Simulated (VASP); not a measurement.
# ZnF2 (P4_2/mnm) in VASP: further runs

The runs below take ZnF2 through single point, relaxation of cell and atoms, with PBE.

All numbers are computed with VASP 6.6.1; they aren't measurements. Logs are shortened: lines on timing, memory, paths and dates and some standing lists are left out, and cuts for length are marked.

## (1) The cell of the first run

It takes space group P4_2/mnm (No. 136, tetragonal). Conventional cell: a = 4.800 Å, b = 4.800 Å, c = 3.175 Å, α = 90.00°, β = 90.00°, γ = 90.00°. Within 2.7 Å of Zn (site symmetry mmm) lie 6 F at 2.07 Å. Within 2.7 Å of F (site symmetry m2m) lie 3 Zn at 2.07 Å and 1 F at 2.66 Å.

## (2) Single point, PBE

Input file INCAR:

```
ALGO = Normal ; EDIFF = 1E-6
ENCUT = 600 ; GGA = PE
GGA_COMPAT = False ; ISIF = 2
ISMEAR = 0 ; LASPH = True
LCHARG = True ; LELF = True
LREAL = False ; LVHAR = True
LWAVE = False ; NBANDS = 35
NELM = 120 ; PREC = Accurate
SIGMA = 0.02
```

Input file KPOINTS:

```
k-points
0
Gamma
  6 6 8
```

Input file POSCAR:

```
ZnF2
1.0
    4.8002511520      0.0000000000      0.0000000000
    0.0000000000      4.8002511520      0.0000000000
    0.0000000000      0.0000000000      3.1751977081
Zn F
2 4
Direct
    0.0000000000      0.0000000000      0.0000000000
    0.5000000000      0.5000000000      0.5000000000
    0.3043732340      0.3043732340      0.0000000000
    0.1956267660      0.8043732340      0.5000000000
    0.6956267660      0.6956267660      0.0000000000
    0.8043732340      0.1956267660      0.5000000000
```

Potentials or basis: VASP PAW PBE potentials, release 64 (Zn, F).

Run with:

```
> cat potpaw_PBE.64/Zn/POTCAR potpaw_PBE.64/F/POTCAR > POTCAR
> mpirun -np 1 vasp_std > vasp.out
```

OUTCAR:

```text
EDIFF = 1E-6
   ENCUT = 600
   GGA = PE
   ISIF = 2
   ISMEAR = 0
   LASPH = True
   LREAL = False
   NELM = 120
   PREC = Accurate

 ion  position               nearest neighbor table
   1  0.000  0.000  0.000-   3 2.07   5 2.07   4 2.07   6 2.07   4 2.07   6 2.07
   2  0.500  0.500  0.500-   4 2.07   6 2.07   5 2.07   3 2.07   3 2.07   5 2.07
   3  0.304  0.304  0.000-   1 2.07   2 2.07   2 2.07
   4  0.196  0.804  0.500-   2 2.07   1 2.07   1 2.07
   5  0.696  0.696  0.000-   1 2.07   2 2.07   2 2.07
   6  0.804  0.196  0.500-   2 2.07   1 2.07   1 2.07

  LATTYP: Found a simple tetragonal cell.
 ALAT       =     4.8002511520
 C/A-ratio  =     0.6614649125

  Lattice vectors:

 A1 = (   4.8002511520,   0.0000000000,   0.0000000000)
 A2 = (   0.0000000000,   4.8002511520,   0.0000000000)
 A3 = (   0.0000000000,   0.0000000000,   3.1751977081)

Analysis of symmetry for initial positions (statically):
=====================================================================
 Subroutine PRICEL returns:
 Original cell was already a primitive cell.

 Routine SETGRP: Setting up the symmetry group for a
 simple tetragonal supercell.

 Subroutine GETGRP returns: Found 16 space group operations
 (whereof  8 operations were pure point group operations)
 out of a pool of 16 trial point group operations.

The static configuration has the point symmetry D_2h.
 The point group associated with its full space group is D_4h.

Analysis of symmetry for dynamics (positions and initial velocities):
=====================================================================
 Subroutine PRICEL returns:
 Original cell was already a primitive cell.

 Routine SETGRP: Setting up the symmetry group for a
 simple tetragonal supercell.

 Subroutine GETGRP returns: Found 16 space group operations
 (whereof  8 operations were pure point group operations)
 out of a pool of 16 trial point group operations.

The dynamic configuration has the point symmetry D_2h.
 The point group associated with its full space group is D_4h.

 Subroutine INISYM returns: Found 16 space group operations
 (whereof  8 operations are pure point group operations),
 and found     1 'primitive' translations

----------------------------------------------------------------------------------------

                                     Primitive cell

  volume of cell :      73.1642

  direct lattice vectors                    reciprocal lattice vectors
     4.800251152  0.000000000  0.000000000     0.208322433  0.000000000  0.000000000
     0.000000000  4.800251152  0.000000000     0.000000000  0.208322433  0.000000000
     0.000000000  0.000000000  3.175197708     0.000000000  0.000000000  0.314941018

  length of vectors
     4.800251152  4.800251152  3.175197708     0.208322433  0.208322433  0.314941018

  position of ions in fractional coordinates (direct lattice)
     0.000000000  0.000000000  0.000000000
     0.500000000  0.500000000  0.500000000
     0.304373234  0.304373234  0.000000000
     0.195626766  0.804373234  0.500000000
     0.695626766  0.695626766  0.000000000
     0.804373234  0.195626766  0.500000000

  ion indices of the primitive-cell ions
   primitive index   ion index
                 1           1
                 2           2
                 3           3
                 4           4
                 5           5
                 6           6

----------------------------------------------------------------------------------------

 KPOINTS: k-points

Automatic generation of k-mesh.
 Grid dimensions read from file:
 generate k-points for:    6    6    8

 Generating k-lattice:

  Cartesian coordinates                     Fractional coordinates (reciprocal lattice)
     0.034720406  0.000000000  0.000000000     0.166666667  0.000000000  0.000000000
     0.000000000  0.034720406  0.000000000     0.000000000  0.166666667  0.000000000
     0.000000000  0.000000000  0.039367627     0.000000000  0.000000000  0.125000000

  Length of vectors
     0.034720406  0.034720406  0.039367627

  Shift w.r.t. Gamma in fractional coordinates (k-lattice)
     0.000000000  0.000000000  0.000000000

 Subroutine IBZKPT returns following result:
 ===========================================

 Found     50 irreducible k-points:

 Following reciprocal coordinates:
            Coordinates               Weight
  0.000000  0.000000  0.000000      1.000000
  0.166667  0.000000  0.000000      4.000000
  0.333333  0.000000  0.000000      4.000000
  0.500000  0.000000  0.000000      2.000000
  0.166667  0.166667  0.000000      4.000000
  0.333333  0.166667  0.000000      8.000000
[... 16 lines left out ...]
  0.333333  0.000000  0.250000      8.000000
  0.500000  0.000000  0.250000      4.000000
 [... further k-points ...]
   k-points           NKPTS =     50   k-points in BZ     NKDIM =     50   number of bands    NBANDS=     35
   number of dos      NEDOS =    301   number of ions     NIONS =      6
   total plane-waves  NPLWV =  44800
   dimension x,y,z NGX =    40 NGY =   40 NGZ =   28
   dimension x,y,z NGXF=    80 NGYF=   80 NGZF=   56
   ions per type =               2   4
   NGX,Y,Z   is equivalent  to a cutoff of  13.85, 13.85, 14.66 a.u.
   NGXF,Y,Z  is equivalent  to a cutoff of  27.71, 27.71, 29.32 a.u.
 SYSTEM =  unknown system
   PREC   = accura    normal or accurate (medium, high low for compatibility)
   ISTART =      0    job   : 0-new  1-cont  2-samecut
   ICHARG =      2    charge: 1-file 2-atom 10-const
   ISPIN  =      1    spin polarized calculation?
   LNONCOLLINEAR =      F non collinear calculations
   LSORBIT =      F    spin-orbit coupling
   LASPH  =      T    aspherical Exc in radial PAW
   ENCUT  =  600.0 eV  44.10 Ry    6.64 a.u.   9.59  9.59  6.34*2*pi/ulx,y,z
   NELM   =    120;   NELMIN=  2; NELMDL= -5     # of ELM steps
   EDIFF  = 0.1E-05   stopping-criterion for ELM
   LREAL  =      F    real-space projection
   EDIFFG = 0.1E-04   stopping-criterion for IOM
   NSW    =      0    number of steps for IOM
   IBRION =     -1    ionic relax: 0-MD 1-quasi-New 2-CG
   NFREE  =      0    steps in history (QN), initial steepest desc. (CG)
   ISIF   =      2    stress and relaxation
   ISYM   =      2    0-nonsym 1-usesym 2-fastsym
   POTIM  = 0.5000    time-step for ionic-motion
   TEBEG  =    0.0;   TEEND  =   0.0 temperature during run
   PSTRESS=    0.0 pullay stress
   NELECT =      52.0000    total number of electrons
   NUPDOWN=      -1.0000    fix difference up-down
   EMIN   =  10.00;   EMAX   =-10.00  energy-range for DOS
   EFERMI =   0.00;   METHOD = LEGACY
   ISMEAR =     0;   SIGMA  =   0.02  broadening in eV -4-tet -1-fermi 0-gaus
   EFERMI_NEDOS =   21; number of points for ismear=-14 and -15
   IALGO  =     38    algorithm
   IMIX   =      4    mixing-type and parameters
     AMIX     =   0.40;   BMIX     =  1.00
     AMIX_MAG =   1.60;   BMIX_MAG =  1.00
  volume/ion in A,a.u.               =      12.19        82.29
  Fermi-wavevector in a.u.,A,eV,Ry     =   1.460976  2.760844 29.040963  2.134451
  Thomas-Fermi vector in A             =   2.577362
   LORBIT       =      0    0 simple, 1 ext, 2 COOP (PROOUT), +10 PAW based schemes
   GGA     = PE    functional components
   LHFCALC =     F    Hartree Fock is set to
   AEXX    =    0.0000 exact exchange contribution
   IVDW    =     0    specifies the selected vdW correction
   LEPSILON=     F    determine dielectric tensor
   LRPA    =     F    only Hartree local field effects (RPA)
 non-spin polarized calculation
 Gauss-broadening in eV      SIGMA  =   0.02
  energy-cutoff  :      600.00
  volume of cell :       73.16
 maximum number of plane-waves:      2480
 NGX is ok and might be reduce to    40
   NGX = 19   NGY = 19   NGZ = 13

 number of electron      51.9999974 magnetization

 Free energy of the ion-electron system (eV)
  ---------------------------------------------------
  ext. energy  EPLUGINS =         0.00000000
  ---------------------------------------------------
  free energy    TOTEN  =       -23.25247518 eV

  energy without entropy =      -23.25247518  energy(sigma->0) =      -23.25247518

 E-fermi :  -1.6336     XC(G=0):  -9.9933

 val. band max:       -1.7151530271   @ k =   0.0000   0.0000   0.0000
 cond. band min:       1.7414727424   @ k =   0.0000   0.0000   0.0000
 fundamental gap:      3.4566257695
 Fermi energy:        -1.6335575220

 k-point     1 :       0.0000    0.0000    0.0000
  band No.  band energies     occupation
      1     -23.1147      2.00000
      2     -22.4347      2.00000
      3     -22.4347      2.00000
      4     -22.4108      2.00000
      5      -7.4265      2.00000
      6      -6.6620      2.00000
[... 27 lines left out ...]
     34      12.9477      0.00000
     35      13.2440      0.00000

 k-point     2 :       0.1667    0.0000    0.0000
  band No.  band energies     occupation
      1     -23.0776      2.00000
      2     -22.5218      2.00000
      3     -22.4268      2.00000
      4     -22.3731      2.00000
      5      -7.3029      2.00000
      6      -6.6199      2.00000
[... 27 lines left out ...]
     34      13.6215      0.00000
     35      13.7283      0.00000

 k-point     3 :       0.3333    0.0000    0.0000
  band No.  band energies     occupation
      1     -22.9738      2.00000
      2     -22.6631      2.00000
      3     -22.4061      2.00000
      4     -22.3652      2.00000
      5      -6.9727      2.00000
      6      -6.5313      2.00000
[... 27 lines left out ...]
     34      14.1384      0.00000
     35      14.3202      0.00000

 k-point     4 :       0.5000    0.0000    0.0000
  band No.  band energies     occupation
      1     -22.8250      2.00000
      2     -22.8250      2.00000
      3     -22.3813      2.00000
      4     -22.3813      2.00000
      5      -6.6065      2.00000
      6      -6.6065      2.00000
[... 27 lines left out ...]
     34      13.8104      0.00000
     35      14.7115      0.00000

 k-point     5 :       0.1667    0.1667    0.0000
  band No.  band energies     occupation
      1     -23.0427      2.00000
      2     -22.5526      2.00000
      3     -22.4436      2.00000
      4     -22.3644      2.00000
      5      -7.2280      2.00000
      6      -6.5629      2.00000
[... 638 lines left out ...]
 k-point    22 :       0.1667    0.0000    0.2500
  band No.  band energies     occupation
      1     -22.9159      2.00000
      2     -22.4950      2.00000
      3     -22.4100      2.00000
      4     -22.3931      2.00000
      5      -6.8854      2.00000
      6      -6.4275      2.00000
[... 27 lines left out ...]
     34      12.6620      0.00000
     35      12.8463      0.00000

 k-point    23 :       0.3333    0.0000    0.2500
  band No.  band energies     occupation
      1     -22.8340      2.00000
      2     -22.5966      2.00000
      3     -22.4014      2.00000
      4     -22.3862      2.00000
      5      -6.6359      2.00000
      6      -6.2642      2.00000
[... 27 lines left out ...]
     34      12.6986      0.00000
     35      13.3834      0.00000

 k-point    24 :       0.5000    0.0000    0.2500
  band No.  band energies     occupation
      1     -22.7186      2.00000
      2     -22.7186      2.00000
      3     -22.3916      2.00000
      4     -22.3916      2.00000
      5      -6.3131      2.00000
      6      -6.3131      2.00000
[... 27 lines left out ...]
     34      12.3783      0.00000
     35      14.3855      0.00000

 [... further k-points ...]

------------------------ aborting loop because EDIFF is reached ----------------------------------------

  FORCE on cell =-STRESS in cart. coord.  units (eV):
  Direction    XX          YY          ZZ          XY          YZ          ZX
  --------------------------------------------------------------------------------------
  -------------------------------------------------------------------------------------
  Total        0.1076175      0.1076175      0.2311733      0.0000000      0.0000000      0.0000000
  in kB        2.3566487      2.3566487      5.0623200      0.0000000      0.0000000      0.0000000
  external PRESSURE =       3.2585391 kB  Pullay stress =       0.0000000 kB

 VOLUME and BASIS-vectors are now :
 -----------------------------------------------------------------------------
  energy-cutoff  :      600.00
  volume of cell :       73.16
      direct lattice vectors                 reciprocal lattice vectors
     4.800251152  0.000000000  0.000000000     0.208322433  0.000000000  0.000000000
     0.000000000  4.800251152  0.000000000     0.000000000  0.208322433  0.000000000
     0.000000000  0.000000000  3.175197708     0.000000000  0.000000000  0.314941018

 POSITION                                       TOTAL-FORCE (eV/Angst)
 -----------------------------------------------------------------------------------
      0.00000      0.00000      0.00000        -0.000000     -0.000000      0.000000
      2.40013      2.40013      1.58760        -0.000000     -0.000000      0.000000
      1.46107      1.46107      0.00000        -0.009315     -0.009315      0.000000
      0.93906      3.86119      1.58760         0.009315     -0.009315      0.000000
      3.33918      3.33918      0.00000         0.009315      0.009315      0.000000
      3.86119      0.93906      1.58760        -0.009315      0.009315      0.000000
 -----------------------------------------------------------------------------------
    total drift:                               -0.000000      0.000000     -0.000000

  FREE ENERGIE OF THE ION-ELECTRON SYSTEM (eV)
  ---------------------------------------------------
  free  energy   TOTEN  =       -23.2524751778 eV

  energy  without entropy=      -23.2524751778  energy(sigma->0) =      -23.25247518
```

Wall time 2.8 min (1 thread of AMD EPYC 9755, shared host); peak memory 0.24 GiB.

What came out:

- Free energy: -23.2525 eV
- Pressure: 0.3 GPa
- Largest force: 0.013 eV/Å
- Band gap on the k mesh: 3.46 eV

Forces in eV/Å, atoms in the order of the input:
```
Zn   0.000  0.000  0.000
Zn   0.000  0.000  0.000
F   -0.009 -0.009  0.000
F    0.009 -0.009  0.000
F    0.009  0.009  0.000
F   -0.009  0.009  0.000
```

A k mesh can miss the band edges. A hybrid or GW would open this gap; PBE tends to underestimate it.

(Continued in part 2 of 2.)
